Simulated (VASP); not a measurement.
Here is a VASP 6.6.1 calculation.

File INCAR:

```
ALGO = Normal
EDIFF = 1E-8
ENCUT = 520
IBRION = 8
ISIF = 2
ISMEAR = 0
LASPH = True
LCHARG = False
LEPSILON = True
LREAL = False
LWAVE = False
NBANDS = 16
NELM = 80
NSW = 1
PREC = Accurate
SIGMA = 0.01
```

KPOINTS

```
k-points
0
Gamma
  8 8 8
```

The input POSCAR:

```
GaAs
1.0
    0.0000000000      2.8014227801      2.8014227801
    2.8014227801      0.0000000000      2.8014227801
    2.8014227801      2.8014227801      0.0000000000
Ga As
1 1
Direct
    0.0000000000      0.0000000000      0.0000000000
    0.7500000000      0.7500000000      0.7500000000
```

Potentials or basis: VASP PAW LDA potentials, release 64 (Ga_d, As).

Launch:

```bash
$ cat potpaw_LDA.64/Ga_d/POTCAR potpaw_LDA.64/As/POTCAR > POTCAR
$ mpirun -np 1 vasp_std > vasp.out
```

Problem. What does it give for the electronic dielectric tensor (diagonal)?

Solution. 28.53.

Problem. Predict the Born charges (mean of the diagonal).

Solution. Ga +2.22; As -2.22 e.

Problem. Predict the highest phonon frequency at Γ, LO-TO splitting left out.

Solution. 271 cm⁻¹.

Born effective charge tensors (e):
atom 1, Ga
```
2.22 0.00 0.00
0.00 2.22 0.00
0.00 0.00 2.22
```
atom 2, As
```
-2.22  0.00  0.00
 0.00 -2.22  0.00
 0.00  0.00 -2.22
```
